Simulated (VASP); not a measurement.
# H3C5 in VASP: further runs

The runs below take H3C5 through single point, with PBE+D3(BJ).

Program: VASP 6.6.1. These are calculated values, not measurements. Logs are shortened: lines on timing, memory, paths and dates and some standing lists are left out, and cuts for length are marked.

**1. The cell of the first run**

The cell holds a slab with vacuum, 32 atoms: a = 5.049 Å, b = 5.049 Å, c = 18.136 Å, α = 90.00°, β = 90.00°, γ = 90.00°.

**2. Single point, PBE+D3(BJ)**

INCAR reads:

```
SYSTEM = H3C5
ALGO = Normal ; EDIFF = 1E-7
ENCUT = 520 ; GGA = PE
ISIF = 2 ; ISMEAR = -1
IVDW = 12 ; LASPH = .True.
LCHARG = .True. ; LELF = .True.
LREAL = Auto ; LVHAR = .True.
LWAVE = .False. ; NBANDS = 68
NELM = 80 ; PREC = Accurate
SIGMA = 0.05
```

KPOINTS reads:

```
k-points
0
Gamma
  2 2 1
  0 0 0
```

POSCAR reads:

```
H3C5
1.0
    5.0487420000      0.0000000000      0.0000000000
    0.0000000000      5.0487420000      0.0000000000
    0.0000000000      0.0000000000     18.1355610000
H C
12 20
Direct
    0.4277897346      0.0000000000      0.0551402849
    0.0722160095      0.0000000000      0.0551402849
    0.9277954786      0.0000000000      0.0551402849
    0.5722217535      0.0000000000      0.0551402849
    0.4277897346      0.5000057440      0.0551402849
    0.0722160095      0.5000057440      0.0551402849
    0.9277954786      0.5000057440      0.0551402849
    0.5722217535      0.5000057440      0.0551402849
    0.7447795906     -0.0532607925      0.3372214402
    0.2623425796      0.5690130333      0.3329701243
    0.9644382700      0.3102158914      0.3625804573
    0.6663640170      0.4582329618      0.3409103253
    0.2500028720      0.0000000000      0.0901378237
    0.7500086160      0.0000000000      0.0901378237
    0.2500028720      0.5000057440      0.0901378237
    0.7500086160      0.5000057440      0.0901378237
    0.2500028720      0.2500028720      0.1393505279
    0.7500086160      0.2500028720      0.1393505279
    0.2500028720      0.7500086160      0.1393505279
    0.7500086160      0.7500086160      0.1393505279
   -0.0078039242      0.2439617631      0.1898921131
    0.5055912938      0.2736127138      0.1856187410
    0.0116464656      0.7491569187      0.1959630584
    0.5120681548      0.7612787502      0.1943143639
    0.0069324200      0.0136865778      0.2391323875
    0.5019666285      0.0360881978      0.2399098655
    0.0004555590      0.4845365440      0.2430142635
    0.4826945009      0.5120483479      0.2340263971
    0.2587377212      0.0874079127      0.2851193851
    0.7463245300      0.0773658072      0.2916479948
    0.2604015020      0.4313153653      0.2814470421
    0.8390208888      0.3505229620      0.3108919542
```

Potentials or basis: VASP PAW PBE potentials, release 64 (H, C).

Launch:

```console
$ cat potpaw_PBE.64/H/POTCAR potpaw_PBE.64/C/POTCAR > POTCAR
$ mpirun -np 1 vasp_std > vasp.out
```

OUTCAR:

```text
SYSTEM = H3C5
   EDIFF = 1E-7
   ENCUT = 520
   GGA = PE
   ISIF = 2
   ISMEAR = -1
   IVDW = 12
   LASPH = .True.
   LREAL = Auto
   NELM = 80
   PREC = Accurate
 IVDW          = 12

 ion  position               nearest neighbor table
   1  0.428  0.000  0.055-   4 0.73  13 1.10
   2  0.072  0.000  0.055-   3 0.73  13 1.10
   3  0.928  0.000  0.055-   2 0.73  14 1.10
   4  0.572  0.000  0.055-   1 0.73  14 1.10
   5  0.428  0.500  0.055-   8 0.73  15 1.10
   6  0.072  0.500  0.055-   7 0.73  15 1.10
   7  0.928  0.500  0.055-   6 0.73  16 1.10
   8  0.572  0.500  0.055-   5 0.73  16 1.10
   9  0.745  0.947  0.337-  30 1.06
  10  0.262  0.569  0.333-  31 1.16
  11  0.964  0.310  0.363-  32 1.15
  12  0.666  0.458  0.341-  32 1.16
  13  0.250  0.000  0.090-   2 1.10   1 1.10  19 1.55  17 1.55
  14  0.750  0.000  0.090-   4 1.10   3 1.10  20 1.55  18 1.55
  15  0.250  0.500  0.090-   6 1.10   5 1.10  17 1.55  19 1.55
  16  0.750  0.500  0.090-   8 1.10   7 1.10  18 1.55  20 1.55
  17  0.250  0.250  0.139-  22 1.54  15 1.55  13 1.55  21 1.59
  18  0.750  0.250  0.139-  22 1.50  21 1.53  16 1.55  14 1.55
  19  0.250  0.750  0.139-  13 1.55  15 1.55  23 1.58  24 1.66
  20  0.750  0.750  0.139-  14 1.55  16 1.55  24 1.56  23 1.67
  21  0.992  0.244  0.190-  25 1.47  18 1.53  27 1.55  17 1.59
  22  0.506  0.274  0.186-  28 1.49  18 1.50  17 1.54  26 1.55
  23  0.012  0.749  0.196-  25 1.55  19 1.58  27 1.59  20 1.67
  24  0.512  0.761  0.194-  28 1.46  20 1.56  26 1.62  19 1.66
  25  0.007  0.014  0.239-  21 1.47  23 1.55  29 1.57  30 1.66
  26  0.502  0.036  0.240-  29 1.50  22 1.55  30 1.56  24 1.62
  27  0.000  0.485  0.243-  31 1.51  21 1.55  23 1.59  32 1.62
  28  0.483  0.512  0.234-  24 1.46  31 1.47  22 1.49
  29  0.259  0.087  0.285-  26 1.50  25 1.57  31 1.74
  30  0.746  0.077  0.292-   9 1.06  32 1.50  26 1.56  25 1.66
  31  0.260  0.431  0.281-  10 1.16  28 1.47  27 1.51  29 1.74
  32  0.839  0.351  0.311-  11 1.15  12 1.16  30 1.50  27 1.62

  LATTYP: Found a simple tetragonal cell.
 ALAT       =     5.0487420000
 C/A-ratio  =     3.5920950209

  Lattice vectors:

 A1 = (   5.0487420000,   0.0000000000,   0.0000000000)
 A2 = (   0.0000000000,   5.0487420000,   0.0000000000)
 A3 = (   0.0000000000,   0.0000000000,  18.1355610000)

Analysis of symmetry for initial positions (statically):
=====================================================================
 Subroutine PRICEL returns:
 Original cell was already a primitive cell.

 Routine SETGRP: Setting up the symmetry group for a
 simple tetragonal supercell.

 Subroutine GETGRP returns: Found  1 space group operations
[... 161 lines left out ...]
   NFREE  =      0    steps in history (QN), initial steepest desc. (CG)
   ISIF   =      2    stress and relaxation
   ISYM   =      2    0-nonsym 1-usesym 2-fastsym
   POTIM  = 0.5000    time-step for ionic-motion
   TEBEG  =    0.0;   TEEND  =   0.0 temperature during run
   PSTRESS=    0.0 pullay stress
   NELECT =      92.0000    total number of electrons
   NUPDOWN=      -1.0000    fix difference up-down
   EMIN   =  10.00;   EMAX   =-10.00  energy-range for DOS
   EFERMI =   0.00;   METHOD = LEGACY
   ISMEAR =    -1;   SIGMA  =   0.05  broadening in eV -4-tet -1-fermi 0-gaus
   EFERMI_NEDOS =   21; number of points for ismear=-14 and -15
   IALGO  =     38    algorithm
   IMIX   =      4    mixing-type and parameters
     AMIX     =   0.40;   BMIX     =  1.00
     AMIX_MAG =   1.60;   BMIX_MAG =  1.00
  volume/ion in A,a.u.               =      14.45        97.49
  Fermi-wavevector in a.u.,A,eV,Ry     =   0.955810  1.806219 12.429917  0.913573
  Thomas-Fermi vector in A             =   2.084682
   LORBIT       =      0    0 simple, 1 ext, 2 COOP (PROOUT), +10 PAW based schemes
   GGA     = PE    functional components
   LHFCALC =     F    Hartree Fock is set to
   AEXX    =    0.0000 exact exchange contribution
   IVDW    =    12    specifies the selected vdW correction
   LEPSILON=     F    determine dielectric tensor
   LRPA    =     F    only Hartree local field effects (RPA)
 non-spin polarized calculation
  energy-cutoff  :      520.00
  volume of cell :      462.27
 maximum number of plane-waves:     12468
 NGX is ok and might be reduce to    40
   NGX = 19   NGY = 19   NGZ = 67

 number of electron      92.0000004 magnetization

 Free energy of the ion-electron system (eV)
  ---------------------------------------------------
  ext. energy  EPLUGINS =         0.00000000
  ---------------------------------------------------
  free energy    TOTEN  =      -203.81179485 eV

  energy without entropy =     -203.76129586  energy(sigma->0) =     -203.78654535

 E-fermi :   0.5598     XC(G=0):  -4.9255

 val. band max:        0.4801309410   @ k =   0.0000   0.5000   0.0000
 cond. band min:       0.6329280259   @ k =   0.5000   0.5000   0.0000
 fundamental gap:      0.1527970849
 Fermi energy:         0.5597906696

 k-point     1 :       0.0000    0.0000    0.0000
  band No.  band energies     occupation
      1     -20.5054      2.00000
      2     -18.3841      2.00000
      3     -16.4828      2.00000
      4     -16.2103      2.00000
      5     -16.1852      2.00000
      6     -16.0196      2.00000
[... 233 lines left out ...]
     57       6.1142      0.00000
     58       6.3596      0.00000
 [bands above 58 left out]

------------------------ aborting loop because EDIFF is reached ----------------------------------------

 Edisp (eV)   -3.33950

 E8    (eV) :    -0.9480

  FORCE on cell =-STRESS in cart. coord.  units (eV):
  Direction    XX          YY          ZZ          XY          YZ          ZX
  --------------------------------------------------------------------------------------
  -------------------------------------------------------------------------------------
  Total      72.56759   -10.20067   -12.02700    -5.15185    -4.16498     1.15751
  in kB     251.51040   -35.35426   -41.68411   -17.85569   -14.43532     4.01179
  external pressure =       58.16 kB  Pullay stress =        0.00 kB

 VOLUME and BASIS-vectors are now :
 -----------------------------------------------------------------------------
  energy-cutoff  :      520.00
  volume of cell :      462.27
      direct lattice vectors                 reciprocal lattice vectors
     5.048742000  0.000000000  0.000000000     0.198069143  0.000000000  0.000000000
     0.000000000  5.048742000  0.000000000     0.000000000  0.198069143  0.000000000
     0.000000000  0.000000000 18.135561000     0.000000000  0.000000000  0.055140285

 POSITION                                       TOTAL-FORCE (eV/Angst)
 -----------------------------------------------------------------------------------
      2.15980      0.00000      1.00000        -8.754033     -0.083412     -0.016096
      0.36460      0.00000      1.00000         8.642194      0.000778     -0.009987
      4.68420      0.00000      1.00000        -8.764700      0.026428     -0.065230
      2.88900      0.00000      1.00000         8.826807     -0.058956     -0.039659
      2.15980      2.52440      1.00000        -8.695137      0.015989     -0.048693
      0.36460      2.52440      1.00000         8.567271      0.125062     -0.093948
[... 24 lines left out ...]
      1.31470      2.17760      5.10420         1.993231      0.927373      1.851491
      4.23600      1.76970      5.63820        -3.322548      1.868916      3.376698
 -----------------------------------------------------------------------------------
    total drift:                               -0.017011      0.009869      0.022291

  FREE ENERGIE OF THE ION-ELECTRON SYSTEM (eV)
  ---------------------------------------------------
  free  energy   TOTEN  =      -207.1512918465 eV

  energy  without entropy=     -207.1007928571  energy(sigma->0) =     -207.12604235
```

Wall time 10 min (1 thread of Intel Xeon 8259CL, shared host); peak memory 0.53 GiB.

What came out:

| Property | Result |
| --- | --- |
| Free energy | -207.1513 eV |
| Largest force | 8.827 eV/Å |
| Band gap on the k mesh | 0.15 eV (least direct gap 0.16 eV) |
| Dispersion energy per atom | -0.104 eV |

Forces in eV/Å, atoms in the order of the input:
```
H   -8.754 -0.083 -0.016
H    8.642  0.001 -0.010
H   -8.765  0.026 -0.065
H    8.827 -0.059 -0.040
H   -8.695  0.016 -0.049
H    8.567  0.125 -0.094
H   -8.714  0.153 -0.149
H    8.741 -0.004 -0.068
H   -0.141 -0.736  1.094
H   -0.090 -1.349 -0.751
H   -0.021  0.561 -1.322
H    1.356 -0.266 -0.980
C    0.059 -0.106  1.936
C   -0.043 -0.162  1.642
C   -0.139  0.122  1.882
C    0.426  0.190  1.601
C   -0.867  0.566 -1.880
C    0.226  0.683 -2.251
C   -0.089  0.089  0.176
C    0.919  0.418  0.426
C    1.276  1.757 -2.213
C    0.131 -1.607  0.763
C   -1.890  0.228 -0.865
C   -0.769  0.524 -0.347
C   -0.101 -1.042  2.362
C    0.382 -0.594  0.912
C   -0.017 -1.280 -0.301
C   -0.790 -1.151 -1.584
C   -0.238  1.246 -1.427
C    1.900 -1.065 -3.611
C    1.993  0.927  1.851
C   -3.323  1.869  3.377
```

Levels at points of the mesh, in eV from the valence-band top:
| k point | band 43 | band 44 | band 45 | band 46 | band 47 | band 48 | band 49 | band 50 |
| --- | --- | --- | --- | --- | --- | --- | --- | --- |
| (0.00, 0.00, 0.00) | -2.12 | -0.95 | -0.58 | -0.13 | 1.31 | 1.73 | 2.99 | 3.60 |
| (0.50, 0.00, 0.00) | -2.60 | -2.45 | -2.42 | -0.10 | 0.16 | 2.95 | 3.03 | 4.03 |
| (0.00, 0.50, 0.00) | -2.10 | -0.85 | -0.36 | 0.00 | 1.21 | 2.72 | 2.73 | 3.56 |
| (0.50, 0.50, 0.00) | -3.16 | -2.89 | -2.73 | -0.01 | 0.15 | 3.78 | 3.82 | 3.83 |

Caveat: the k points lie up to 0.62 Å⁻¹ apart; the atoms stand as in a frame of molecular dynamics.

**3. Single point, PBE+D3(BJ)**

INCAR reads:

```
ALGO = Normal
EDIFF = 1E-6
ENCUT = 520
GGA = PE
ISIF = 2
ISMEAR = -1
IVDW = 12
LASPH = T
LCHARG = F
LREAL = Auto
LWAVE = F
NBANDS = 68
NELM = 80
PREC = Accurate
SIGMA = 0.05
```

KPOINTS reads:

```
k-points
0
Gamma
  2 2 1
```

POSCAR reads:

```
H3C5
1.0
    5.0487420000      0.0000000000      0.0000000000
    0.0000000000      5.0487420000      0.0000000000
    0.0000000000      0.0000000000     18.1355610000
H C
12 20
Direct
    0.4277897346      0.0000000000      0.0551402849
    0.0722160095      0.0000000000      0.0551402849
    0.9277954786      0.0000000000      0.0551402849
    0.5722217535      0.0000000000      0.0551402849
    0.4277897346      0.5000057440      0.0551402849
    0.0722160095      0.5000057440      0.0551402849
    0.9277954786      0.5000057440      0.0551402849
    0.5722217535      0.5000057440      0.0551402849
    0.7634575108     -0.0483288708      0.3366590093
    0.2755735983      0.5318552622      0.3279744145
    0.9620614403      0.3382426751      0.3546567983
    0.6613924815      0.4770297234      0.3347180713
    0.2500028720      0.0000000000      0.0901378237
    0.7500086160      0.0000000000      0.0901378237
    0.2500028720      0.5000057440      0.0901378237
    0.7500086160      0.5000057440      0.0901378237
    0.2500028720      0.2500028720      0.1393505279
    0.7500086160      0.2500028720      0.1393505279
    0.2500028720      0.7500086160      0.1393505279
    0.7500086160      0.7500086160      0.1393505279
   -0.0070116477      0.2618672137      0.1872288373
    0.5026994843      0.2341969544      0.1842236918
    0.0234117727      0.7684686601      0.1977110055
    0.5103647602      0.7494936362      0.1932225863
    0.0277098731      0.0187769547      0.2401469687
    0.5347470716      0.0278287146      0.2432623948
   -0.0014062909      0.4884385061      0.2438744520
    0.4757620809      0.4840809849      0.2280767603
    0.2958756855      0.1052737494      0.2815187245
    0.7920785019      0.0873682989      0.2864427519
    0.2747615148      0.4124393760      0.2778132973
    0.8266811812      0.3716965533      0.3141617731
```

Potentials or basis: VASP PAW PBE potentials, release 64 (H, C).

Launch:

```console
$ cat potpaw_PBE.64/H/POTCAR potpaw_PBE.64/C/POTCAR > POTCAR
$ mpirun -np 1 vasp_std > vasp.out
```

It took 9 min on 1 thread of Intel Xeon 8259CL, shared host; peak memory 0.53 GiB.

The run converged. Its results:

```yaml
Free_energy: -206.8540 eV
Largest_force: 8.867 eV/Å
Band_gap_on_the_k_mesh: 0.16 eV
Dispersion_energy_per_atom: -0.104 eV
```

Forces on the atoms (eV/Å):
```
H   -8.771  0.014  0.051
H    8.662 -0.109 -0.066
H   -8.793 -0.117 -0.120
H    8.867  0.025 -0.002
H   -8.731  0.144 -0.044
H    8.670 -0.015  0.050
H   -8.854  0.032 -0.063
H    8.747  0.101 -0.047
H    0.541  0.695 -0.707
H    0.194  0.012  0.690
H    2.126  0.220  2.641
H   -0.701  0.321  0.464
C   -0.484 -0.188  1.387
C    0.395 -0.297  1.254
C    0.306  0.149  1.829
C    0.325  0.249  1.635
C   -1.191 -0.398 -2.650
C    0.084 -0.258 -3.164
C    0.453  0.904  0.434
C    0.903  0.768  0.420
C    1.494 -0.903 -0.041
C    1.957  3.492 -0.069
C   -2.660 -3.162 -1.412
C    0.465 -0.579  0.051
C    1.208  1.746  0.526
C   -0.845 -1.747 -1.822
C    0.690  0.218 -0.749
C    0.977  1.473 -1.505
C   -3.607 -0.533  0.737
C   -2.216 -2.925  2.202
C    0.121  0.761  1.679
C   -0.331 -0.091 -3.590
```

Levels at points of the mesh, in eV from the valence-band top:
| k point | band 43 | band 44 | band 45 | band 46 | band 47 | band 48 | band 49 | band 50 |
| --- | --- | --- | --- | --- | --- | --- | --- | --- |
| (0.00, 0.00, 0.00) | -2.46 | -0.97 | -0.73 | -0.06 | 1.32 | 1.68 | 2.83 | 3.28 |
| (0.50, 0.00, 0.00) | -2.86 | -2.41 | -2.23 | -0.15 | 0.20 | 2.89 | 2.98 | 3.88 |
| (0.00, 0.50, 0.00) | -2.67 | -0.94 | -0.39 | -0.09 | 1.29 | 2.68 | 2.70 | 3.31 |
| (0.50, 0.50, 0.00) | -3.24 | -2.97 | -2.71 | 0.00 | 0.16 | 3.72 | 3.76 | 3.78 |

Caveat: the k points lie up to 0.62 Å⁻¹ apart; the atoms stand as in a frame of molecular dynamics.

**4. Single point, PBE+D3(BJ)**

INCAR reads:

```
SYSTEM = H3C5
  PREC = Accurate
  ENCUT = 520
  EDIFF = 1E-6
  ISMEAR = -1
  SIGMA = 0.05
  LREAL = Auto
  LASPH = .TRUE.
  NELM = 100
  ALGO = Normal
  ISIF = 2
  LWAVE = .FALSE.
  LCHARG = .TRUE.
  GGA = PE
  IVDW = 12
  LELF = .TRUE.
  LVHAR = .TRUE.
  NBANDS = 68
```

KPOINTS reads:

```
Automatic mesh
0
G
  2 2 1
  0 0 0
```

POSCAR reads:

```
H3C5
1.0
    5.0487420000      0.0000000000      0.0000000000
    0.0000000000      5.0487420000      0.0000000000
    0.0000000000      0.0000000000     18.1355610000
H C
12 20
Direct
    0.4277897346      0.0000000000      0.0551402849
    0.0722160095      0.0000000000      0.0551402849
    0.9277954786      0.0000000000      0.0551402849
    0.5722217535      0.0000000000      0.0551402849
    0.4277897346      0.5000057440      0.0551402849
    0.0722160095      0.5000057440      0.0551402849
    0.9277954786      0.5000057440      0.0551402849
    0.5722217535      0.5000057440      0.0551402849
    0.7392732685     -0.0530627233      0.3367637759
    0.2164895730      0.4985796462      0.3432372453
    0.9565551181      0.3405402772      0.3557926882
    0.6765447710      0.4927762203      0.3402486419
    0.2500028720      0.0000000000      0.0901378237
    0.7500086160      0.0000000000      0.0901378237
    0.2500028720      0.5000057440      0.0901378237
    0.7500086160      0.5000057440      0.0901378237
    0.2500028720      0.2500028720      0.1393505279
    0.7500086160      0.2500028720      0.1393505279
    0.2500028720      0.7500086160      0.1393505279
    0.7500086160      0.7500086160      0.1393505279
   -0.0164199319      0.2557666841      0.1834186436
    0.4972129691      0.2560241739      0.1879677171
   -0.0041396451      0.7558714626      0.1938897837
    0.4876462295      0.7631009863      0.1945404391
   -0.0023570228      0.0228769860      0.2437255732
    0.4910332118      0.0378906270      0.2382336008
   -0.0037236999      0.4720185741      0.2418232334
    0.4675620184      0.5043038444      0.2327967687
    0.2500424858      0.1066008126      0.2801291893
    0.7358664792      0.0773063864      0.2874738752
    0.2480816013      0.4258288500      0.2849429361
    0.8115685056      0.3623873036      0.3055157764
```

Launch:

```console
$ cat potpaw_PBE.64/H/POTCAR potpaw_PBE.64/C/POTCAR > POTCAR
$ mpirun -np 1 vasp_std > vasp.out
```

Wall time 9.2 min (1 thread of Intel Xeon 8259CL, shared host); peak memory 0.53 GiB.

The run converged. Its results:

| Quantity | Value |
| --- | --- |
| Free energy | -207.0503 eV |
| Largest force | 8.913 eV/Å |
| Band gap on the k mesh | 0.13 eV (least direct gap 0.14 eV) |
| Dispersion energy per atom | -0.104 eV |

Forces on the atoms (eV/Å):
```
H   -8.836 -0.041  0.021
H    8.726 -0.014 -0.034
H   -8.736  0.004 -0.038
H    8.913 -0.020  0.005
H   -8.728  0.072 -0.035
H    8.709  0.056 -0.014
H   -8.752  0.081 -0.037
H    8.791  0.071 -0.081
H   -0.363  0.382 -0.187
H    0.984  0.321 -1.031
H   -0.964 -0.339 -1.108
H    0.164 -0.581 -1.182
C    0.028 -0.103  1.367
C   -0.226 -0.233  1.322
C    0.270  0.090  1.674
C   -0.208  0.279  1.470
C   -1.487  0.096 -2.807
C   -2.046  0.527 -3.356
C   -1.418  0.722  0.124
C   -0.284  0.795  0.787
C    3.411 -0.814  3.214
C    0.713  2.774 -2.495
C   -0.332 -0.778  0.820
C    1.328 -0.773 -1.037
C   -0.087 -1.699 -2.661
C    0.292 -3.065  2.002
C   -1.025  2.634 -1.048
C   -0.549  0.049  0.537
C   -0.832 -0.289  0.835
C    1.792 -0.942  0.182
C    1.829 -0.618 -0.839
C   -1.080  1.354  3.629
```

Levels at points of the mesh, in eV from the valence-band top:
```
           k point  band 44  band 45  band 46  band 47  band 48  band 49
(0.00, 0.00, 0.00)    -0.97    -0.69    -0.10     1.17     1.64     2.54
(0.50, 0.00, 0.00)    -2.59    -1.95    -0.01     0.13     2.91     2.93
(0.00, 0.50, 0.00)    -0.91    -0.42    -0.03     1.11     2.65     2.65
(0.50, 0.50, 0.00)    -2.98    -2.94     0.00     0.23     3.72     3.76
```

Caveat: the k points lie up to 0.62 Å⁻¹ apart; the atoms stand as in a frame of molecular dynamics.

**5. Summary**

```tsv
cell	gap on the mesh (eV)	largest force (eV/Å)
as given, atomic positions A	0.15	8.83
as given, atomic positions B	0.16	8.87
as given, atomic positions C	0.13	8.91
```

Alike in all rows: task single point; level PBE+D3(BJ); potentials or basis VASP PAW PBE potentials, release 64 (H, C); no spin polarisation; k mesh 2 × 2 × 1; cutoff (eV) 520; smearing fermi-dirac 0.05 eV.

Caveats: all runs use coarse meshes; the atoms stand as in a frame of molecular dynamics.

Absolute energies hang on the potentials; compare differences alone.
